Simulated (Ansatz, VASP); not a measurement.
HgTe in VASP and in Ansatz

Contents of INCAR:

```
SYSTEM = HgTe
PREC = Accurate
ENCUT = 600
EDIFF = 1E-6
ISMEAR = 0
SIGMA = 0.1
LREAL = .FALSE.
LASPH = .TRUE.
NELM = 80
ALGO = Normal
ISIF = 3
LWAVE = .FALSE.
LCHARG = .FALSE.
GGA = PE
IBRION = 2
NSW = 90
EDIFFG = -0.04
```

KPOINTS

```
regular mesh
0
G
  4 4 4
  0 0 0
```

File POSCAR:

```
HgTe
1.0
    6.3600001300      0.0000000000      0.0000000000
    0.0000000000      6.3600001300      0.0000000000
    0.0000000000      0.0000000000      6.3600001300
Hg Te
4 4
Direct
    0.2109653100      0.7890346900      0.2109653100
    0.7890346900      0.2109653100      0.2109653100
    0.7890346900      0.7890346900      0.7890346900
    0.2109653100      0.2109653100      0.7890346900
    0.7757611400      0.2242388600      0.7757611400
    0.2242388600      0.7757611400      0.7757611400
    0.2242388600      0.2242388600      0.2242388600
    0.7757611400      0.7757611400      0.2242388600
```

Input for Ansatz:

```yaml
crystal:
  lattice:
    - [6.36000013, 0.0, 0.0]
    - [0.0, 6.36000013, 0.0]
    - [0.0, 0.0, 6.36000013]
  atoms:
    - { symbol: Hg, position: [0.21096531, 0.78903469, 0.21096531] }
    - { symbol: Hg, position: [0.78903469, 0.21096531, 0.21096531] }
    - { symbol: Hg, position: [0.78903469, 0.78903469, 0.78903469] }
    - { symbol: Hg, position: [0.21096531, 0.21096531, 0.78903469] }
    - { symbol: Te, position: [0.77576114, 0.22423886, 0.77576114] }
    - { symbol: Te, position: [0.22423886, 0.77576114, 0.77576114] }
    - { symbol: Te, position: [0.22423886, 0.22423886, 0.22423886] }
    - { symbol: Te, position: [0.77576114, 0.77576114, 0.22423886] }
basis:
  ecutwfc: 420
kpoints:
  mp_grid: { grid: [4, 4, 4] }
hamiltonian:
  xc: pbe
scf:
  occupations: { method: gaussian, width: 0.1 }
  lower_state_search: "off"
output:
  forces: true
  stress: true
  eigenvalues: true
relax:
  adjacent_minimum: "off"
  f_tol: 0.04
  max_steps: 70
  cell: { stress_tol: 0.4 }
```

Alike in both runs: task relaxation of cell and atoms; functional PBE; k mesh 4 × 4 × 4; occupations gaussian, width 0.1 eV; no spin polarisation.

```csv
,VASP,Ansatz
version,VASP 6.6.1,Ansatz 0.2.0
potentials or method,"VASP PAW PBE potentials, release 64 (Hg, Te), cutoff 600 eV","scalar-relativistic, plane waves, PAW"
valence electrons in the cell,72,144
```

|  | VASP | Ansatz | Ansatz less VASP |
| --- | --- | --- | --- |
| gap on the k mesh at the Fermi level, each at its own relaxed structure (eV) | none | none | - |
| relaxed volume (Å³/atom) | 29.14 | 29.11 | -0.035 |
| relaxed length of the cell vector where the two differ most in proportion (Å) | 6.155 | 6.152 | -0.0025 |

A gap of «none» marks a metal or a gap that the smearing closes. VASP's potentials hold 72 valence electrons a cell and Ansatz's 144, so a difference there can come from the potentials and not from the codes.

Neither program's run includes spin-orbit coupling.
